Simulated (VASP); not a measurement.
# PbS (Galena) (Fm-3m) in VASP: a series of runs

PbS (Galena) is run at these levels: PBE+D3(BJ), PBE+D4, PBEsol; tasks: single point, relaxation of cell and atoms.

All numbers are computed with VASP 6.6.1; they aren't measurements. Logs are shortened: lines on timing, memory, paths and dates and some standing lists are left out, and cuts for length are marked.

## (1) The cell of the first run

Symmetry: Fm-3m, No. 225, cubic system. The conventional cell has a = 5.936 Å, b = 5.936 Å, c = 5.936 Å, α = 90.00°, β = 90.00°, γ = 90.00°. Pb (site symmetry m-3m) has 6 S at 2.97 Å within 3.9 Å. Within 3.9 Å of S (site symmetry m-3m) lie 6 Pb at 2.97 Å.

## (2) Single point, PBE+D3(BJ)

File INCAR:

```
SYSTEM = PbS
PREC = Accurate
ENCUT = 520
EDIFF = 1E-7
ISMEAR = -1
SIGMA = 0.05
LREAL = .FALSE.
LASPH = .TRUE.
NELM = 100
ALGO = Normal
ISIF = 2
LWAVE = .FALSE.
LCHARG = .FALSE.
GGA = PE
IVDW = 12
NBANDS = 17
```

File KPOINTS:

```
Automatic mesh
0
G
  8 8 8
  0 0 0
```

File POSCAR:

```
PbS
1.0
    0.0000000000      2.9678414227      2.9678414227
    2.9678414227      0.0000000000      2.9678414227
    2.9678414227      2.9678414227      0.0000000000
Pb S
1 1
Direct
    0.0000000000      0.0000000000      0.0000000000
    0.5000000000      0.5000000000      0.5000000000
```

Potentials or basis: VASP PAW PBE potentials, release 64 (Pb_d, S).

The run is started by

```console
> cat potpaw_PBE.64/Pb_d/POTCAR potpaw_PBE.64/S/POTCAR > POTCAR
> mpirun -np 1 vasp_std > vasp.out
```

OUTCAR:

```text
SYSTEM = PbS
   PREC = Accurate
   ENCUT = 520
   EDIFF = 1E-7
   ISMEAR = -1
   LREAL = .FALSE.
   LASPH = .TRUE.
   NELM = 100
   ISIF = 2
   GGA = PE
   IVDW = 12
 IVDW          = 12

 ion  position               nearest neighbor table
   1  0.000  0.000  0.000-   2 2.97   2 2.97   2 2.97   2 2.97   2 2.97   2 2.97
   2  0.500  0.500  0.500-   1 2.97   1 2.97   1 2.97   1 2.97   1 2.97   1 2.97

  LATTYP: Found a face centered cubic cell.
 ALAT       =     5.9356828454

  Lattice vectors:

 A1 = (   0.0000000000,   2.9678414227,   2.9678414227)
 A2 = (   2.9678414227,   0.0000000000,   2.9678414227)
 A3 = (   2.9678414227,   2.9678414227,   0.0000000000)

Analysis of symmetry for initial positions (statically):
=====================================================================
 Subroutine PRICEL returns:
 Original cell was already a primitive cell.

 Routine SETGRP: Setting up the symmetry group for a
 face centered cubic supercell.

 Subroutine GETGRP returns: Found 48 space group operations
[... 9 lines left out ...]

 Routine SETGRP: Setting up the symmetry group for a
 face centered cubic supercell.

 Subroutine GETGRP returns: Found 48 space group operations
[... 11 lines left out ...]
                                     Primitive cell

  volume of cell :      52.2820

  direct lattice vectors                    reciprocal lattice vectors
     0.000000000  2.967841423  2.967841423    -0.168472613  0.168472613  0.168472613
     2.967841423  0.000000000  2.967841423     0.168472613 -0.168472613  0.168472613
     2.967841423  2.967841423  0.000000000     0.168472613  0.168472613 -0.168472613

  length of vectors
     4.197161591  4.197161591  4.197161591     0.291803126  0.291803126  0.291803126

  position of ions in fractional coordinates (direct lattice)
     0.000000000  0.000000000  0.000000000
     0.500000000  0.500000000  0.500000000

  ion indices of the primitive-cell ions
   primitive index   ion index
                 1           1
                 2           2

----------------------------------------------------------------------------------------

 KPOINTS: Automatic mesh

Automatic generation of k-mesh.
 Grid dimensions read from file:
 generate k-points for:    8    8    8

 Generating k-lattice:

  Cartesian coordinates                     Fractional coordinates (reciprocal lattice)
    -0.021059077  0.021059077  0.021059077     0.125000000  0.000000000  0.000000000
     0.021059077 -0.021059077  0.021059077     0.000000000  0.125000000  0.000000000
     0.021059077  0.021059077 -0.021059077     0.000000000  0.000000000  0.125000000

  Length of vectors
     0.036475391  0.036475391  0.036475391

  Shift w.r.t. Gamma in fractional coordinates (k-lattice)
     0.000000000  0.000000000  0.000000000

 Subroutine IBZKPT returns following result:
 ===========================================

 Found     29 irreducible k-points:

 Following reciprocal coordinates:
            Coordinates               Weight
  0.000000  0.000000  0.000000      1.000000
  0.125000  0.000000  0.000000      8.000000
  0.250000  0.000000  0.000000      8.000000
  0.375000  0.000000  0.000000      8.000000
  0.500000  0.000000  0.000000      4.000000
  0.125000  0.125000  0.000000      6.000000
[... 16 lines left out ...]
  0.500000  0.250000  0.125000     48.000000
 -0.375000  0.250000  0.125000     24.000000
 [... further k-points ...]
   k-points           NKPTS =     29   k-points in BZ     NKDIM =     29   number of bands    NBANDS=     17
   number of dos      NEDOS =    301   number of ions     NIONS =      2
   total plane-waves  NPLWV =  32768
   dimension x,y,z NGX =    32 NGY =   32 NGZ =   32
   dimension x,y,z NGXF=    64 NGYF=   64 NGZF=   64
   ions per type =               1   1
   NGX,Y,Z   is equivalent  to a cutoff of  12.67, 12.67, 12.67 a.u.
   NGXF,Y,Z  is equivalent  to a cutoff of  25.35, 25.35, 25.35 a.u.
 SYSTEM =  PbS
   PREC   = accura    normal or accurate (medium, high low for compatibility)
   ISTART =      0    job   : 0-new  1-cont  2-samecut
   ICHARG =      2    charge: 1-file 2-atom 10-const
   ISPIN  =      1    spin polarized calculation?
   LNONCOLLINEAR =      F non collinear calculations
   LSORBIT =      F    spin-orbit coupling
   LASPH  =      T    aspherical Exc in radial PAW
   ENCUT  =  520.0 eV  38.22 Ry    6.18 a.u.   7.80  7.80  7.80*2*pi/ulx,y,z
   NELM   =    100;   NELMIN=  2; NELMDL= -5     # of ELM steps
   EDIFF  = 0.1E-06   stopping-criterion for ELM
   LREAL  =      F    real-space projection
   EDIFFG = 0.1E-05   stopping-criterion for IOM
   NSW    =      0    number of steps for IOM
   IBRION =     -1    ionic relax: 0-MD 1-quasi-New 2-CG
   NFREE  =      0    steps in history (QN), initial steepest desc. (CG)
   ISIF   =      2    stress and relaxation
   ISYM   =      2    0-nonsym 1-usesym 2-fastsym
   POTIM  = 0.5000    time-step for ionic-motion
   TEBEG  =    0.0;   TEEND  =   0.0 temperature during run
   PSTRESS=    0.0 pullay stress
   NELECT =      20.0000    total number of electrons
   NUPDOWN=      -1.0000    fix difference up-down
   EMIN   =  10.00;   EMAX   =-10.00  energy-range for DOS
   EFERMI =   0.00;   METHOD = LEGACY
   ISMEAR =    -1;   SIGMA  =   0.05  broadening in eV -4-tet -1-fermi 0-gaus
   EFERMI_NEDOS =   21; number of points for ismear=-14 and -15
   IALGO  =     38    algorithm
   IMIX   =      4    mixing-type and parameters
     AMIX     =   0.40;   BMIX     =  1.00
     AMIX_MAG =   1.60;   BMIX_MAG =  1.00
  volume/ion in A,a.u.               =      26.14       176.41
  Fermi-wavevector in a.u.,A,eV,Ry     =   1.188413  2.245775 19.215861  1.412326
  Thomas-Fermi vector in A             =   2.324543
   LORBIT       =      0    0 simple, 1 ext, 2 COOP (PROOUT), +10 PAW based schemes
   GGA     = PE    functional components
   LHFCALC =     F    Hartree Fock is set to
   AEXX    =    0.0000 exact exchange contribution
   IVDW    =    12    specifies the selected vdW correction
   LEPSILON=     F    determine dielectric tensor
   LRPA    =     F    only Hartree local field effects (RPA)
 non-spin polarized calculation
  energy-cutoff  :      520.00
  volume of cell :       52.28
 maximum number of plane-waves:      1424
   NGX = 15   NGY = 15   NGZ = 15

 number of electron      19.9999998 magnetization

 Free energy of the ion-electron system (eV)
  ---------------------------------------------------
  ext. energy  EPLUGINS =         0.00000000
  ---------------------------------------------------
  free energy    TOTEN  =        -8.75756542 eV

  energy without entropy =       -8.75739059  energy(sigma->0) =       -8.75747801

 E-fermi :   5.9784     XC(G=0):  -9.6725

 val. band max:        5.7923676072   @ k =   0.5000   0.0000   0.0000
 cond. band min:       6.1644943190   @ k =   0.5000   0.0000   0.0000
 fundamental gap:      0.3721267118
 Fermi energy:         5.9784346270

 k-point     1 :       0.0000    0.0000    0.0000
  band No.  band energies     occupation
      1     -11.0263      2.00000
      2     -11.0263      2.00000
      3     -11.0263      2.00000
      4     -11.0098      2.00000
      5     -11.0098      2.00000
      6      -7.7840      2.00000
[... 9 lines left out ...]
     16      12.5304      0.00000
     17      14.4590      0.00000

 k-point     2 :       0.1250    0.0000    0.0000
  band No.  band energies     occupation
      1     -11.0256      2.00000
      2     -11.0234      2.00000
      3     -11.0234      2.00000
      4     -11.0106      2.00000
      5     -11.0105      2.00000
      6      -7.6514      2.00000
[... 9 lines left out ...]
     16      12.9001      0.00000
     17      15.6541      0.00000

 k-point     3 :       0.2500    0.0000    0.0000
  band No.  band energies     occupation
      1     -11.0293      2.00000
      2     -11.0293      2.00000
      3     -11.0242      2.00000
      4     -10.9993      2.00000
      5     -10.9993      2.00000
      6      -7.2830      2.00000
[... 9 lines left out ...]
     16      13.7497      0.00000
     17      17.6766      0.00000

 k-point     4 :       0.3750    0.0000    0.0000
  band No.  band energies     occupation
      1     -11.0392      2.00000
      2     -11.0392      2.00000
      3     -11.0233      2.00000
      4     -10.9841      2.00000
      5     -10.9841      2.00000
      6      -6.8052      2.00000
[... 9 lines left out ...]
     16      14.9745      0.00000
     17      17.5809      0.00000

 k-point     5 :       0.5000    0.0000    0.0000
  band No.  band energies     occupation
      1     -11.0434      2.00000
      2     -11.0434      2.00000
      3     -11.0231      2.00000
      4     -10.9775      2.00000
      5     -10.9775      2.00000
      6      -6.5479      2.00000
[... 9 lines left out ...]
     16      15.9204      0.00000
     17      16.3375      0.00000

 k-point     6 :       0.1250    0.1250    0.0000
  band No.  band energies     occupation
      1     -11.0300      2.00000
      2     -11.0220      2.00000
      3     -11.0178      2.00000
      4     -11.0178      2.00000
      5     -11.0060      2.00000
      6      -7.6049      2.00000
[... 9 lines left out ...]
     16      13.6730      0.00000
     17      15.0977      0.00000

 k-point     7 :       0.2500    0.1250    0.0000
  band No.  band energies     occupation
      1     -11.0384      2.00000
      2     -11.0297      2.00000
      3     -11.0168      2.00000
      4     -11.0076      2.00000
      5     -10.9961      2.00000
      6      -7.3095      2.00000
[... 9 lines left out ...]
     16      14.4775      0.00000
     17      16.3559      0.00000

 k-point     8 :       0.3750    0.1250    0.0000
  band No.  band energies     occupation
      1     -11.0525      2.00000
      2     -11.0258      2.00000
      3     -11.0243      2.00000
      4     -10.9967      2.00000
      5     -10.9816      2.00000
      6      -6.8557      2.00000
[... 9 lines left out ...]
     16      15.5381      0.00000
     17      17.5256      0.00000
[... 203 lines left out ...]
      1     -11.1437      2.00000
      2     -11.0446      2.00000
      3     -10.9913      2.00000
      4     -10.9728      2.00000
      5     -10.9692      2.00000
      6      -6.1926      2.00000
[... 9 lines left out ...]
     16      17.3538      0.00000
     17      17.5535      0.00000

 k-point    20 :      -0.3750    0.3750    0.0000
  band No.  band energies     occupation
      1     -11.1231      2.00000
      2     -11.0294      2.00000
      3     -11.0027      2.00000
      4     -10.9829      2.00000
      5     -10.9739      2.00000
      6      -6.1283      2.00000
[... 9 lines left out ...]
     16      16.7222      0.00000
     17      18.3918      0.00000

 k-point    21 :       0.5000    0.5000    0.0000
  band No.  band energies     occupation
      1     -11.1628      2.00000
      2     -11.0515      2.00000
      3     -10.9841      2.00000
      4     -10.9658      2.00000
      5     -10.9658      2.00000
      6      -6.1202      2.00000
[... 9 lines left out ...]
     16      18.0587      0.00000
     17      18.0636      0.00000

 k-point    22 :       0.3750    0.2500    0.1250
  band No.  band energies     occupation
      1     -11.0577      2.00000
      2     -11.0299      2.00000
      3     -11.0162      2.00000
      4     -10.9975      2.00000
      5     -10.9881      2.00000
      6      -6.9639      2.00000
[... 9 lines left out ...]
     16      15.6636      0.00000
     17      15.9829      0.00000

 k-point    23 :       0.5000    0.2500    0.1250
  band No.  band energies     occupation
      1     -11.0730      2.00000
      2     -11.0245      2.00000
      3     -11.0187      2.00000
      4     -10.9925      2.00000
      5     -10.9812      2.00000
      6      -6.5385      2.00000
[... 9 lines left out ...]
     16      16.0764      0.00000
     17      17.0878      0.00000

 k-point    24 :      -0.3750    0.2500    0.1250
  band No.  band energies     occupation
      1     -11.0786      2.00000
      2     -11.0271      2.00000
      3     -11.0103      2.00000
      4     -10.9974      2.00000
      5     -10.9766      2.00000
      6      -6.3235      2.00000
[... 9 lines left out ...]
     16      16.7113      0.00000
     17      16.9706      0.00000

 [... further k-points ...]

------------------------ aborting loop because EDIFF is reached ----------------------------------------

 Edisp (eV)   -0.69291

 E8    (eV) :    -0.3120

  FORCE on cell =-STRESS in cart. coord.  units (eV):
  Direction    XX          YY          ZZ          XY          YZ          ZX
  --------------------------------------------------------------------------------------
  -------------------------------------------------------------------------------------
  Total      -0.03942    -0.03942    -0.03942     0.00000     0.00000    -0.00000
  in kB      -1.20808    -1.20808    -1.20808     0.00000     0.00000    -0.00000
  external pressure =       -1.21 kB  Pullay stress =        0.00 kB

 VOLUME and BASIS-vectors are now :
 -----------------------------------------------------------------------------
  energy-cutoff  :      520.00
  volume of cell :       52.28
      direct lattice vectors                 reciprocal lattice vectors
     0.000000000  2.967841423  2.967841423    -0.168472613  0.168472613  0.168472613
     2.967841423  0.000000000  2.967841423     0.168472613 -0.168472613  0.168472613
     2.967841423  2.967841423  0.000000000     0.168472613  0.168472613 -0.168472613

 POSITION                                       TOTAL-FORCE (eV/Angst)
 -----------------------------------------------------------------------------------
      0.00000      0.00000      0.00000         0.000000      0.000000     -0.000000
      2.96784      2.96784      2.96784        -0.000000     -0.000000      0.000000
 -----------------------------------------------------------------------------------
    total drift:                                0.000000     -0.000000     -0.000000

  FREE ENERGIE OF THE ION-ELECTRON SYSTEM (eV)
  ---------------------------------------------------
  free  energy   TOTEN  =        -9.4504737988 eV

  energy  without entropy=       -9.4502989694  energy(sigma->0) =       -9.45038638
```

Wall time 17 s (1 thread of Intel Xeon Platinum 8488C (Sapphire Rapids), shared host); peak memory 0.19 GiB.

What came out:

```
Free energy                : -9.4505 eV
Pressure                   : -0.1 GPa
Band gap on the k mesh     : 0.37 eV, direct
Dispersion energy per atom : -0.346 eV
```

Levels at points of the mesh, in eV from the valence-band top:
```csv
k point,band 8,band 9,band 10,band 11,band 12,band 13
"(0.00, 0.00, 0.00)",-2.16,-2.16,-2.16,5.21,5.21,5.21
"(0.50, 0.00, 0.00)",-1.77,-1.77,0.00,0.37,1.97,1.97
"(0.50, 0.50, 0.00)",-5.18,-3.43,-3.43,3.87,5.57,5.68
```

Caveat: spin-orbit coupling is left out, which moves the levels of the heavy elements. A k mesh can miss the band edges.

[end of part 1 of 2]
